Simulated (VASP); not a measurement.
# Mg2Si3N3 (P3m1) in VASP: relaxation of cell and atoms with PBE

Aim: the relaxation of cell and atoms of Mg2Si3N3 with PBE.

All numbers are computed with VASP 6.6.1; they aren't measurements. Logs are shortened: lines on timing, memory, paths and dates and some standing lists are left out, and cuts for length are marked.

## 1. The cell of the first run

It takes space group P3m1 (No. 156, trigonal). The conventional cell has a = 3.119 Å, b = 3.119 Å, c = 12.393 Å, α = 90.00°, β = 90.00°, γ = 120.00°. Within 2.6 Å of Mg (site symmetry 3m) lie 1 N at 1.92 Å. Within 2.5 Å of Mg (site symmetry 3m) lie 4 N at 1.92 to 2.41 Å. Within 3.2 Å of Si (site symmetry 3m) lie 7 Si at 2.25 to 3.12 Å and 3 Mg at 2.74 Å. Si (site symmetry 3m) has 4 N at 1.82 to 1.85 Å within 2.4 Å. Within 2.6 Å of Si (site symmetry 3m) lie 3 N at 1.98 Å and 1 Si at 2.25 Å. N (site symmetry 3m) has 4 Mg at 1.92 Å within 2.5 Å. Within 2.5 Å of N (site symmetry 3m) lie 3 Si at 1.85 Å and 1 Mg at 2.41 Å. N (site symmetry 3m) has 4 Si at 1.82 to 1.98 Å within 2.4 Å.

## 2. Relaxation of cell and atoms, PBE

File INCAR:

```
SYSTEM = Mg2Si3N3
ALGO = Normal ; EDIFF = 1E-7
EDIFFG = -0.01 ; ENCUT = 600
GGA = PE ; GGA_COMPAT = .FALSE.
IBRION = 2 ; ISIF = 3
ISMEAR = 0 ; LASPH = .TRUE.
LCHARG = .FALSE. ; LREAL = .FALSE.
LWAVE = .FALSE. ; NELM = 120
NELMIN = 4 ; NSW = 100
PREC = Accurate ; SIGMA = 0.1
```

File KPOINTS:

```
k-points
0
G
  12 12 4
  0 0 0
```

File POSCAR:

```
Mg2Si3N3
1.0
    3.1193861718      0.0000000000      0.0000000000
   -1.5596930859      2.7014676690      0.0000000000
    0.0000000000      0.0000000000     12.3925183328
Mg Si N
2 3 3
Direct
    0.3333333333      0.6666666667      0.0592223996
    0.6666666667      0.3333333333      0.2682334487
    0.6666666667      0.3333333333      0.8924762376
    0.3333333333      0.6666666667      0.4976867208
    0.6666666667      0.3333333333      0.7108754389
    0.3333333333      0.6666666667      0.2145347268
    0.6666666667      0.3333333333      0.4625426250
    0.3333333333      0.6666666667      0.6444284026
```

Potentials or basis: VASP PAW PBE potentials, release 64 (Mg, Si, N).

Launch:

```bash
> cat potpaw_PBE.64/Mg/POTCAR potpaw_PBE.64/Si/POTCAR potpaw_PBE.64/N/POTCAR > POTCAR
> mpirun -np 1 vasp_std > vasp.out
```

OUTCAR:

```text
SYSTEM = Mg2Si3N3
   EDIFF = 1E-7
   EDIFFG = -0.01
   ENCUT = 600
   GGA = PE
   IBRION = 2
   ISIF = 3
   ISMEAR = 0
   LASPH = .TRUE.
   LREAL = .FALSE.
   NELM = 120
   NELMIN = 4
   NSW = 100
   PREC = Accurate

 ion  position               nearest neighbor table
   1  0.333  0.667  0.059-   6 1.92   3 2.74   3 2.74   3 2.74   2 3.15   2 3.15   2 3.15
   2  0.667  0.333  0.268-   6 1.92   6 1.92   6 1.92   7 2.41   1 3.15   1 3.15   1 3.15   4 3.37
                             4 3.37   4 3.37
   3  0.667  0.333  0.892-   5 2.25   1 2.74   1 2.74   1 2.74
   4  0.333  0.667  0.498-   8 1.82   7 1.85   7 1.85   7 1.85   2 3.37   2 3.37   2 3.37
   5  0.667  0.333  0.711-   8 1.98   8 1.98   8 1.98   3 2.25
   6  0.333  0.667  0.215-   2 1.92   2 1.92   2 1.92   1 1.92
   7  0.667  0.333  0.463-   4 1.85   4 1.85   4 1.85   2 2.41
   8  0.333  0.667  0.644-   4 1.82   5 1.98   5 1.98   5 1.98

  LATTYP: Found a hexagonal cell.
 ALAT       =     3.1193861718
 C/A-ratio  =     3.9727426007

  Lattice vectors:

 A1 = (   3.1193861718,   0.0000000000,   0.0000000000)
 A2 = (  -1.5596930859,   2.7014676690,   0.0000000000)
 A3 = (   0.0000000000,   0.0000000000,  12.3925183328)

Analysis of symmetry for initial positions (statically):
=====================================================================
 Subroutine PRICEL returns:
 Original cell was already a primitive cell.

 Routine SETGRP: Setting up the symmetry group for a
 hexagonal supercell.

 Subroutine GETGRP returns: Found  6 space group operations
 (whereof  6 operations were pure point group operations)
 out of a pool of 24 trial point group operations.

The static configuration has the point symmetry C_3v.

Analysis of symmetry for dynamics (positions and initial velocities):
=====================================================================
 Subroutine PRICEL returns:
 Original cell was already a primitive cell.

 Routine SETGRP: Setting up the symmetry group for a
 hexagonal supercell.

 Subroutine GETGRP returns: Found  6 space group operations
 (whereof  6 operations were pure point group operations)
 out of a pool of 24 trial point group operations.

The dynamic configuration has the point symmetry C_3v.

 Subroutine INISYM returns: Found  6 space group operations
 (whereof  6 operations are pure point group operations),
 and found     1 'primitive' translations

----------------------------------------------------------------------------------------

                                     Primitive cell

  volume of cell :     104.4308

  direct lattice vectors                    reciprocal lattice vectors
     3.119386172  0.000000000  0.000000000     0.320575891  0.185084577  0.000000000
    -1.559693086  2.701467669  0.000000000     0.000000000  0.370169153  0.000000000
     0.000000000  0.000000000 12.392518333     0.000000000  0.000000000  0.080693849

  length of vectors
     3.119386172  3.119386172 12.392518333     0.370169153  0.370169153  0.080693849

  position of ions in fractional coordinates (direct lattice)
     0.333333333  0.666666667  0.059222400
     0.666666667  0.333333333  0.268233449
     0.666666667  0.333333333  0.892476238
     0.333333333  0.666666667  0.497686721
     0.666666667  0.333333333  0.710875439
     0.333333333  0.666666667  0.214534727
     0.666666667  0.333333333  0.462542625
     0.333333333  0.666666667  0.644428403

  ion indices of the primitive-cell ions
   primitive index   ion index
                 1           1
                 2           2
                 3           3
                 4           4
                 5           5
                 6           6
                 7           7
                 8           8

----------------------------------------------------------------------------------------

 KPOINTS: k-points

Automatic generation of k-mesh.
 Grid dimensions read from file:
 generate k-points for:   12   12    4

 Generating k-lattice:

  Cartesian coordinates                     Fractional coordinates (reciprocal lattice)
     0.026714658  0.015423715  0.000000000     0.083333333  0.000000000  0.000000000
     0.000000000  0.030847429  0.000000000     0.000000000  0.083333333  0.000000000
     0.000000000  0.000000000  0.020173462     0.000000000  0.000000000  0.250000000

  Length of vectors
     0.030847429  0.030847429  0.020173462

  Shift w.r.t. Gamma in fractional coordinates (k-lattice)
     0.000000000  0.000000000  0.000000000

 Subroutine IBZKPT returns following result:
 ===========================================

 Found     69 irreducible k-points:

 Following reciprocal coordinates:
            Coordinates               Weight
  0.000000  0.000000  0.000000      1.000000
  0.083333  0.000000  0.000000      6.000000
  0.166667 -0.000000  0.000000      6.000000
  0.250000  0.000000  0.000000      6.000000
  0.333333 -0.000000  0.000000      6.000000
  0.416667 -0.000000  0.000000      6.000000
[... 16 lines left out ...]
  0.166667 -0.000000  0.250000      6.000000
  0.000000  0.166667  0.250000      6.000000
 [... further k-points ...]
   k-points           NKPTS =     69   k-points in BZ     NKDIM =     69   number of bands    NBANDS=     20
   number of dos      NEDOS =    301   number of ions     NIONS =      8
   total plane-waves  NPLWV =  78400
   dimension x,y,z NGX =    28 NGY =   28 NGZ =  100
   dimension x,y,z NGXF=    56 NGYF=   56 NGZF=  200
   ions per type =               2   3   3
   NGX,Y,Z   is equivalent  to a cutoff of  14.92, 14.92, 13.42 a.u.
   NGXF,Y,Z  is equivalent  to a cutoff of  29.84, 29.84, 26.83 a.u.
 SYSTEM =  Mg2Si3N3
   PREC   = accura    normal or accurate (medium, high low for compatibility)
   ISTART =      0    job   : 0-new  1-cont  2-samecut
   ICHARG =      2    charge: 1-file 2-atom 10-const
   ISPIN  =      1    spin polarized calculation?
   LNONCOLLINEAR =      F non collinear calculations
   LSORBIT =      F    spin-orbit coupling
   LASPH  =      T    aspherical Exc in radial PAW
   ENCUT  =  600.0 eV  44.10 Ry    6.64 a.u.   6.23  6.23 24.75*2*pi/ulx,y,z
   NELM   =    120;   NELMIN=  4; NELMDL= -5     # of ELM steps
   EDIFF  = 0.1E-06   stopping-criterion for ELM
   LREAL  =      F    real-space projection
   EDIFFG = -.1E-01   stopping-criterion for IOM
   NSW    =    100    number of steps for IOM
   IBRION =      2    ionic relax: 0-MD 1-quasi-New 2-CG
   NFREE  =      1    steps in history (QN), initial steepest desc. (CG)
   ISIF   =      3    stress and relaxation
   ISYM   =      2    0-nonsym 1-usesym 2-fastsym
   POTIM  = 0.5000    time-step for ionic-motion
   TEBEG  =    0.0;   TEEND  =   0.0 temperature during run
   PSTRESS=    0.0 pullay stress
   NELECT =      31.0000    total number of electrons
   NUPDOWN=      -1.0000    fix difference up-down
   EMIN   =  10.00;   EMAX   =-10.00  energy-range for DOS
   EFERMI =   0.00;   METHOD = LEGACY
   ISMEAR =     0;   SIGMA  =   0.10  broadening in eV -4-tet -1-fermi 0-gaus
   EFERMI_NEDOS =   21; number of points for ismear=-14 and -15
   IALGO  =     38    algorithm
   IMIX   =      4    mixing-type and parameters
     AMIX     =   0.40;   BMIX     =  1.00
     AMIX_MAG =   1.60;   BMIX_MAG =  1.00
  volume/ion in A,a.u.               =      13.05        88.09
  Fermi-wavevector in a.u.,A,eV,Ry     =   1.092075  2.063723 16.226694  1.192628
  Thomas-Fermi vector in A             =   2.228333
   LORBIT       =      0    0 simple, 1 ext, 2 COOP (PROOUT), +10 PAW based schemes
   GGA     = PE    functional components
   LHFCALC =     F    Hartree Fock is set to
   AEXX    =    0.0000 exact exchange contribution
   IVDW    =     0    specifies the selected vdW correction
   LEPSILON=     F    determine dielectric tensor
   LRPA    =     F    only Hartree local field effects (RPA)
 conjugate gradient relaxation of ions
 non-spin polarized calculation
 Gauss-broadening in eV      SIGMA  =   0.10
  energy-cutoff  :      600.00
  volume of cell :      104.43
 maximum number of plane-waves:      3518
 NGX is ok and might be reduce to    28
   NGX = 13   NGY = 13   NGZ = 49

--------------------------------------- Ionic step        1  -------------------------------------------

 number of electron      31.0000001 magnetization

 Free energy of the ion-electron system (eV)
  ---------------------------------------------------
  ext. energy  EPLUGINS =         0.00000000
  ---------------------------------------------------
  free energy    TOTEN  =       -45.32868318 eV

  energy without entropy =      -45.30468841  energy(sigma->0) =      -45.31668579

------------------------ aborting loop because EDIFF is reached ----------------------------------------

  FORCE on cell =-STRESS in cart. coord.  units (eV):
  Direction    XX          YY          ZZ          XY          YZ          ZX
  --------------------------------------------------------------------------------------
  -------------------------------------------------------------------------------------
  Total       -0.2949291     -0.2949291      0.5443810      0.0000000      0.0000000     -0.0000000
  in kB       -4.5248035     -4.5248035      8.3518962      0.0000000      0.0000000     -0.0000000
  external PRESSURE =      -0.2325703 kB  Pullay stress =       0.0000000 kB
[... 107 lines left out ...]
  FREE ENERGIE OF THE ION-ELECTRON SYSTEM (eV)
  ---------------------------------------------------
  free  energy   TOTEN  =       -45.3328979053 eV

  energy  without entropy=      -45.3094689223  energy(sigma->0) =      -45.32118341

[... ionic steps 4 to 15 ...]

--------------------------------------- Ionic step       16  -------------------------------------------

 number of electron      30.9999999 magnetization

------------------------ aborting loop because EDIFF is reached ----------------------------------------
[... 79 lines left out ...]
--------------------------------------- Ionic step       18  -------------------------------------------

 number of electron      30.9999999 magnetization

 Free energy of the ion-electron system (eV)
  ---------------------------------------------------
  ext. energy  EPLUGINS =         0.00000000
  ---------------------------------------------------
  free energy    TOTEN  =       -45.33815009 eV

  energy without entropy =      -45.31668862  energy(sigma->0) =      -45.32741935

 E-fermi :   6.9892     XC(G=0): -10.3254

 val. band max:        6.9888003045   @ k =   0.0833   0.0833   0.0000
 cond. band min:       6.9933965433   @ k =  -0.0833   0.5000   0.2500
 fundamental gap:      0.0045962387
 Fermi energy:         6.9891876837

 k-point     1 :       0.0000    0.0000    0.0000
  band No.  band energies     occupation
      1     -13.3969      2.00000
      2     -11.6487      2.00000
      3      -6.4420      2.00000
      4      -4.7559      2.00000
      5      -2.7825      2.00000
      6       0.1657      2.00000
[... 541 lines left out ...]
     19      10.0947      0.00000
     20      10.5175      0.00000

 [... further k-points ...]

------------------------ aborting loop because EDIFF is reached ----------------------------------------

  FORCE on cell =-STRESS in cart. coord.  units (eV):
  Direction    XX          YY          ZZ          XY          YZ          ZX
  --------------------------------------------------------------------------------------
  -------------------------------------------------------------------------------------
  Total        0.0072301      0.0072301     -0.0065845      0.0000000      0.0000000      0.0000000
  in kB        0.1108653      0.1108653     -0.1009667      0.0000000      0.0000000      0.0000000
  external PRESSURE =       0.0402546 kB  Pullay stress =       0.0000000 kB
[... 23 lines left out ...]
  FREE ENERGIE OF THE ION-ELECTRON SYSTEM (eV)
  ---------------------------------------------------
  free  energy   TOTEN  =       -45.3381500876 eV

  energy  without entropy=      -45.3166886207  energy(sigma->0) =      -45.32741935

 reached required accuracy - stopping structural energy minimisation
```

Wall time 18 min (1 thread of Intel Xeon 6975P-C (Granite Rapids), shared host); peak memory 0.4 GiB.

Results:

```
Free energy                           : -45.3382 eV
Relaxed volume                        : 13.06 Å³/atom
Relaxed cell                          : a = 3.108 Å, b = 3.108 Å, c = 12.488 Å, α = 90.00°, β = 90.00°, γ = 120.00°
Space group after relaxing (to 0.1 Å) : P3m1 (No. 156)
Energy gained by relaxing             : 1.2 meV/atom
Ionic steps                           : 18
Pressure after relaxing               : 0.0 GPa
Largest force after relaxing          : 0.007 eV/Å
Band gap on the k mesh                : zero (an odd number of electrons rules out a gap without spin polarisation)
```

Forces in eV/Å, atoms in the order of the input:
```
Mg   0.000  0.000  0.002
Mg   0.000  0.000  0.001
Si   0.000  0.000 -0.005
Si   0.000  0.000 -0.002
Si   0.000  0.000 -0.004
N    0.000  0.000  0.002
N    0.000  0.000  0.007
N    0.000  0.000  0.000
```

Step by step:
```
step  energy change (eV)  largest force (eV/Å)  pressure (GPa)  volume (Å³)
   1              0.0000                0.3045           -0.02       104.43
   2             -0.0041                0.1928            0.07       104.40
   3             -0.0042                0.1654            0.06       104.40
   4             -0.0064                0.0833            0.11       104.47
   5             -0.0070                0.1250            0.15       104.53
   6             -0.0082                0.0587           -0.15       104.80
   7             -0.0082                0.0602           -0.16       104.80
   8             -0.0087                0.0602           -0.01       104.67
   9             -0.0089                0.0609            0.11       104.55
  10             -0.0092                0.0284           -0.05       104.63
  11             -0.0092                0.0300           -0.08       104.65
  12             -0.0093                0.0232            0.00       104.54
  13             -0.0093                0.0245            0.02       104.52
  14             -0.0093                0.0136            0.00       104.51
  15             -0.0094                0.0199           -0.01       104.51
  16             -0.0094                0.0146            0.00       104.50
  17             -0.0094                0.0183            0.02       104.47
  18             -0.0095                0.0071            0.00       104.49
```

Final structure:
```
CELL_PARAMETERS angstrom
3.10830 0.00000 0.00000
-1.55415 2.69187 0.00000
0.00000 0.00000 12.48762
ATOMIC_POSITIONS crystal
Mg 0.33333 0.66667 0.06229
Mg 0.66667 0.33333 0.26972
Si 0.66667 0.33333 0.89172
Si 0.33333 0.66667 0.49672
Si 0.66667 0.33333 0.70855
N 0.33333 0.66667 0.21642
N 0.66667 0.33333 0.46224
N 0.33333 0.66667 0.64234
```
